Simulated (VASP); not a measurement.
# H2C3F4 in VASP: a series of runs, part 3 of 3

VASP 6.6.1.

## (6) Single point, PBE

This run uses another cell than the first one, of 23.35 Å³/atom.

INCAR

```
SYSTEM = H2C3F4
PREC = Accurate
ENCUT = 520
EDIFF = 1E-7
ISMEAR = -1
SIGMA = 0.02
LREAL = Auto
LASPH = .TRUE.
NELM = 60
ALGO = Normal
ISIF = 2
LWAVE = .FALSE.
LCHARG = .FALSE.
GGA = PE
NBANDS = 108
```

KPOINTS

```
Automatic mesh
0
G
  1 1 1
  0 0 0
```

POSCAR

```
H2C3F4
1.0
    9.7681020000     -0.3221130000     -0.5753170000
   -0.3221130000      9.4648260000      0.0735940000
   -0.5753170000      0.0735940000      9.1370070000
C H F
12 8 16
Direct
    0.2104849993      0.2676688843      0.6598437294
    0.0939785037      0.3055716422      0.6439284977
    0.6153420475      0.1702778269      0.0076048223
    0.6233326143      0.0509554744      0.0094958702
    0.7804430941      0.5787653887      0.6994750600
    0.6634978210      0.5414728042      0.6627632469
    0.7710820099      0.2490758106      0.4282459347
    0.8578746996      0.2098253175      0.3542744374
    0.1097665252      0.6863049689      0.7337569754
    0.6473214780      0.6268894608      0.2392993403
    0.5861081630      0.9671799046      0.5884114297
    0.2084348606      0.3858715862      0.0996298115
    0.0590179727      0.4194764131      0.5834605463
    0.2741512084      0.2124399488      0.6101111168
    0.6261288805     -0.0452722086     -0.0261185800
    0.6057476942      0.2802409748     -0.0028923156
    0.5637047793      0.4940095525      0.6027961677
    0.8747701267      0.6311569086      0.7172393283
    0.9194595821      0.1808607835      0.2616251098
    0.7210618197      0.3062538887      0.5085145140
    0.1269827301      0.5545067177      0.8097560783
    0.1057143842      0.6670282510      0.5876245914
    0.0126078247      0.7516172249      0.7763525822
    0.2465870712      0.7608837177      0.7799128596
    0.7798948901      0.5778970719      0.2462028355
    0.6107610630      0.6351622351      0.3714167115
    0.6611442503      0.7626838589      0.1928573077
    0.5599125808      0.5409002228      0.1471401100
    0.6600192894      1.0393373826      0.6977921022
    0.6541024732      0.9445417230      0.4751997748
    0.5202614952      0.8469585232      0.6395621911
    0.4981486229      1.0791098313      0.5445193773
    0.1552890096      0.5079437117      0.1198706313
    0.2628725683      0.3447622079      0.2358937262
    0.0982180542      0.2877997085      0.0524927019
    0.2878122748      0.3947040600     -0.0013204057
```

Potentials or basis: VASP PAW PBE potentials, release 64 (C, H, F).

Run with:

```console
$ cat potpaw_PBE.64/C/POTCAR potpaw_PBE.64/H/POTCAR potpaw_PBE.64/F/POTCAR > POTCAR
$ mpirun -np 1 vasp_gam > vasp.out
```

OUTCAR:

```text
SYSTEM = H2C3F4
   PREC = Accurate
   ENCUT = 520
   EDIFF = 1E-7
   ISMEAR = -1
   LREAL = Auto
   LASPH = .TRUE.
   NELM = 60
   ISIF = 2
   GGA = PE

 ion  position               nearest neighbor table
   1  0.210  0.268  0.660-  14 1.00   2 1.21
   2  0.094  0.306  0.644-   1 1.21  13 1.25
   3  0.615  0.170  0.008-  16 1.05   4 1.14
   4  0.623  0.051  0.009-  15 0.98   3 1.14
   5  0.780  0.579  0.699-  18 1.01   6 1.19
   6  0.663  0.541  0.663-  17 1.13   5 1.19
   7  0.771  0.249  0.428-  20 1.10   8 1.23
   8  0.858  0.210  0.354-  19 1.15   7 1.23
   9  0.110  0.686  0.734-  23 1.27  22 1.35  21 1.43  24 1.49
  10  0.647  0.627  0.239-  26 1.31  27 1.35  28 1.36  25 1.40
  11  0.586  0.967  0.588-  30 1.33  29 1.33  31 1.37  32 1.43
  12  0.208  0.386  0.100-  36 1.28  33 1.32  34 1.36  35 1.41
  13  0.059  0.419  0.583-   2 1.25
  14  0.274  0.212  0.610-   1 1.00
  15  0.626  0.955  0.974-   4 0.98
  16  0.606  0.280  0.997-   3 1.05
  17  0.564  0.494  0.603-   6 1.13
[... 17 lines left out ...]
  35  0.098  0.288  0.052-  12 1.41
  36  0.288  0.395  0.999-  12 1.28

  LATTYP: Found a triclinic cell.
 ALAT       =    23.1334514885
 B/A-ratio  =     0.9466406217
 C/A-ratio  =     1.1456868253
 COS(alpha) =     0.0051894571
 COS(beta)  =     0.6432614369
 COS(gamma) =     0.7664102748

  Lattice vectors:

 A1 = ( -19.2830000000,  10.0354580000,  -7.9127790000)
 A2 = ( -10.4123280000,  19.2517650000,   0.7225050000)
 A3 = ( -18.0634570000,  -8.9677880000, -17.1969740000)

Analysis of symmetry for initial positions (statically):
=====================================================================
 Subroutine PRICEL returns:
 Original cell was already a primitive cell.

 Routine SETGRP: Setting up the symmetry group for a
 triclinic supercell.

 Subroutine GETGRP returns: Found  1 space group operations
 (whereof  1 operations were pure point group operations)
 out of a pool of  2 trial point group operations.

The static configuration has the point symmetry C_1 .

Analysis of symmetry for dynamics (positions and initial velocities):
=====================================================================
 Subroutine PRICEL returns:
 Original cell was already a primitive cell.

 Routine SETGRP: Setting up the symmetry group for a
 triclinic supercell.

 Subroutine GETGRP returns: Found  1 space group operations
 (whereof  1 operations were pure point group operations)
 out of a pool of  2 trial point group operations.

The dynamic configuration has the point symmetry C_1 .

 Subroutine INISYM returns: Found  1 space group operations
 (whereof  1 operations are pure point group operations),
 and found     1 'primitive' translations

----------------------------------------------------------------------------------------

                                     Primitive cell

  volume of cell :     840.6408

  direct lattice vectors                    reciprocal lattice vectors
     9.768102000 -0.322113000 -0.575317000     0.102867674  0.003450711  0.006449330
    -0.322113000  9.464826000  0.073594000     0.003450711  0.105776718 -0.000634702
    -0.575317000  0.073594000  9.137007000     0.006449330 -0.000634702  0.109856227

  length of vectors
     9.790330082  9.470591538  9.155397460     0.103127395  0.105834892  0.110047205

  position of ions in fractional coordinates (direct lattice)
[... 99 lines left out ...]

 Found      1 irreducible k-points:

 Following reciprocal coordinates:
            Coordinates               Weight
  0.000000  0.000000  0.000000      1.000000
   k-points           NKPTS =      1   k-points in BZ     NKDIM =      1   number of bands    NBANDS=    108
   number of dos      NEDOS =    301   number of ions     NIONS =     36
   total plane-waves  NPLWV = 392000
   dimension x,y,z NGX =    80 NGY =   70 NGZ =   70
   dimension x,y,z NGXF=   160 NGYF=  140 NGZF=  140
   ions per type =              12   8  16
   NGX,Y,Z   is equivalent  to a cutoff of  13.58, 12.29, 12.71 a.u.
   NGXF,Y,Z  is equivalent  to a cutoff of  27.17, 24.58, 25.42 a.u.
 SYSTEM =  H2C3F4
   PREC   = accura    normal or accurate (medium, high low for compatibility)
   ISTART =      0    job   : 0-new  1-cont  2-samecut
   ICHARG =      2    charge: 1-file 2-atom 10-const
   ISPIN  =      1    spin polarized calculation?
   LNONCOLLINEAR =      F non collinear calculations
   LSORBIT =      F    spin-orbit coupling
   LASPH  =      T    aspherical Exc in radial PAW
   ENCUT  =  520.0 eV  38.22 Ry    6.18 a.u.  18.20 17.61 17.02*2*pi/ulx,y,z
   NELM   =     60;   NELMIN=  2; NELMDL= -5     # of ELM steps
   EDIFF  = 0.1E-06   stopping-criterion for ELM
   LREAL  =      T    real-space projection
   EDIFFG = 0.1E-05   stopping-criterion for IOM
   NSW    =      0    number of steps for IOM
   IBRION =     -1    ionic relax: 0-MD 1-quasi-New 2-CG
   NFREE  =      0    steps in history (QN), initial steepest desc. (CG)
   ISIF   =      2    stress and relaxation
   ISYM   =      2    0-nonsym 1-usesym 2-fastsym
   POTIM  = 0.5000    time-step for ionic-motion
   TEBEG  =    0.0;   TEEND  =   0.0 temperature during run
   PSTRESS=    0.0 pullay stress
   NELECT =     168.0000    total number of electrons
   NUPDOWN=      -1.0000    fix difference up-down
   EMIN   =  10.00;   EMAX   =-10.00  energy-range for DOS
   EFERMI =   0.00;   METHOD = LEGACY
   ISMEAR =    -1;   SIGMA  =   0.02  broadening in eV -4-tet -1-fermi 0-gaus
   EFERMI_NEDOS =   21; number of points for ismear=-14 and -15
   IALGO  =     38    algorithm
   IMIX   =      4    mixing-type and parameters
     AMIX     =   0.40;   BMIX     =  1.00
     AMIX_MAG =   1.60;   BMIX_MAG =  1.00
  volume/ion in A,a.u.               =      23.35       157.58
  Fermi-wavevector in a.u.,A,eV,Ry     =   0.957138  1.808728 12.464469  0.916113
  Thomas-Fermi vector in A             =   2.086129
   LORBIT       =      0    0 simple, 1 ext, 2 COOP (PROOUT), +10 PAW based schemes
   GGA     = PE    functional components
   LHFCALC =     F    Hartree Fock is set to
   AEXX    =    0.0000 exact exchange contribution
   IVDW    =     0    specifies the selected vdW correction
   LEPSILON=     F    determine dielectric tensor
   LRPA    =     F    only Hartree local field effects (RPA)
 non-spin polarized calculation
  energy-cutoff  :      520.00
  volume of cell :      840.64
 maximum number of plane-waves:     11328
 NGX is ok and might be reduce to    80
   NGX = 37   NGY = 35   NGZ = 35

 number of electron     168.0000011 magnetization

 Free energy of the ion-electron system (eV)
  ---------------------------------------------------
  ext. energy  EPLUGINS =         0.00000000
  ---------------------------------------------------
  free energy    TOTEN  =      -189.62484593 eV

  energy without entropy =     -189.62484593  energy(sigma->0) =     -189.62484593

 E-fermi :  -3.5575     XC(G=0):  -5.2251

 val. band max:       -4.1274188935   @ k =   0.0000   0.0000   0.0000
 cond. band min:       0.4343507249   @ k =   0.0000   0.0000   0.0000
 fundamental gap:      4.5617696184
 Fermi energy:        -3.5575242819

 k-point     1 :       0.0000    0.0000    0.0000
  band No.  band energies     occupation
      1     -33.0165      2.00000
      2     -32.3591      2.00000
      3     -32.1845      2.00000
      4     -31.8006      2.00000
      5     -30.6557      2.00000
      6     -29.9726      2.00000
[... 88 lines left out ...]
     95       2.5655      0.00000
     96       2.6182      0.00000
 [bands above 96 left out]

------------------------ aborting loop because EDIFF is reached ----------------------------------------

  FORCE on cell =-STRESS in cart. coord.  units (eV):
  Direction    XX          YY          ZZ          XY          YZ          ZX
  --------------------------------------------------------------------------------------
  -------------------------------------------------------------------------------------
  Total        5.8684943      7.7965845     -2.2587413     -4.1182867      2.9905540     -0.0754888
  in kB       11.1847632     14.8595103     -4.3049351     -7.8490425      5.6996969     -0.1438742
  external PRESSURE =       7.2464462 kB  Pullay stress =       0.0000000 kB

 VOLUME and BASIS-vectors are now :
 -----------------------------------------------------------------------------
  energy-cutoff  :      520.00
  volume of cell :      840.64
      direct lattice vectors                 reciprocal lattice vectors
     9.768102000 -0.322113000 -0.575317000     0.102867674  0.003450711  0.006449330
    -0.322113000  9.464826000  0.073594000     0.003450711  0.105776718 -0.000634702
    -0.575317000  0.073594000  9.137007000     0.006449330 -0.000634702  0.109856227

 POSITION                                       TOTAL-FORCE (eV/Angst)
 -----------------------------------------------------------------------------------
      1.59020      2.51420      5.92760        -0.985837      0.427120      0.851937
      0.44910      2.90930      5.85200        -2.189862      5.028625     -1.948493
      5.95150      1.41400     -0.27200        -0.891034      8.202138      0.132605
      6.06690      0.28220     -0.26810         0.436714     -4.234942      0.633751
      7.03460      5.27800      5.98470        -0.039245     -0.098629      0.060904
      5.92540      4.96000      5.71380        -3.781079     -1.848355     -1.700680
[... 28 lines left out ...]
      0.83650      2.69620      0.44430         0.827073      0.530062      0.472872
      2.10968      3.71659      8.98841         2.157462     -0.009537     -1.020466
 -----------------------------------------------------------------------------------
    total drift:                                0.004522     -0.027604      0.008273

  FREE ENERGIE OF THE ION-ELECTRON SYSTEM (eV)
  ---------------------------------------------------
  free  energy   TOTEN  =      -189.6248459285 eV

  energy  without entropy=     -189.6248459285  energy(sigma->0) =     -189.62484593
```

It took 4.1 min on 1 thread of Oxide Virtual Turin-like, shared host; peak memory 0.72 GiB.

Results:

```
Free energy            : -189.6248 eV
Pressure               : 0.7 GPa
Largest force          : 8.251 eV/Å
Band gap on the k mesh : 4.56 eV
```

Forces on the atoms (eV/Å):
```
C   -0.986  0.427  0.852
C   -2.190  5.029 -1.948
C   -0.891  8.202  0.133
C    0.437 -4.235  0.634
C   -0.039 -0.099  0.061
C   -3.781 -1.848 -1.701
C    1.182  0.372 -0.135
C   -0.171  0.040 -1.169
C    6.460 -2.119  0.992
C    2.398  0.176 -0.979
C   -1.549  2.696  0.211
C   -3.320 -1.398  1.559
H    0.078 -3.526  1.874
H    3.164 -2.327 -1.008
H    0.427 -4.563 -0.883
H   -0.018  0.646  0.237
H    1.333  0.768  1.220
H    1.403  0.477  0.492
H   -1.232  0.420  1.860
H    0.313 -0.733 -0.634
F   -1.061  2.162 -1.281
F   -0.772  0.267  0.890
F   -0.822  1.444  0.409
F   -2.780 -0.664 -0.733
F   -1.504  0.053  0.100
F   -0.806 -0.904  0.889
F   -0.515 -0.213 -1.013
F    0.411  0.927  0.737
F    1.702 -1.436  0.852
F   -0.085 -0.722  0.516
F    0.648  1.393 -0.926
F   -0.814 -2.014 -0.768
F   -0.366  1.190 -0.172
F    0.761 -0.409 -0.618
F    0.827  0.530  0.473
F    2.157 -0.010 -1.020
```

Stress tensor (GPa, compression positive):
```
 1.12 -0.78 -0.01
-0.78  1.49  0.57
-0.01  0.57 -0.43
```

Caveat: the k points lie up to 0.69 Å⁻¹ apart; the atoms stand as in a frame of molecular dynamics.

## (7) Overview

```csv
cell,gap on the mesh (eV),pressure (GPa),largest force (eV/Å)
"a = 9.425 Å, 36 atoms, atomic positions A",5.63,0.3,0.50
"a = 9.425 Å, 36 atoms, atomic positions B",5.28,2.2,7.54
"a = 9.425 Å, 36 atoms, atomic positions C",4.32,2.7,6.85
"a = 9.425 Å, 36 atoms, atomic positions D",4.82,0.6,6.85
"a = 9.790, b = 9.471, c = 9.155 Å, angles 89.0, 97.0, 93.9°, 36 atoms, atomic positions E",4.56,0.7,8.25
```

Alike in all rows: task single point; level PBE; potentials or basis VASP PAW PBE potentials, release 64 (C, H, F); no spin polarisation; k mesh 1 × 1 × 1; cutoff (eV) 520; smearing fermi-dirac 0.02 eV.

Caveats: all runs use coarse meshes; the atoms stand as in a frame of molecular dynamics (at least some runs).

Total energies depend on the potentials used, so only differences within one code and one set of settings carry meaning.
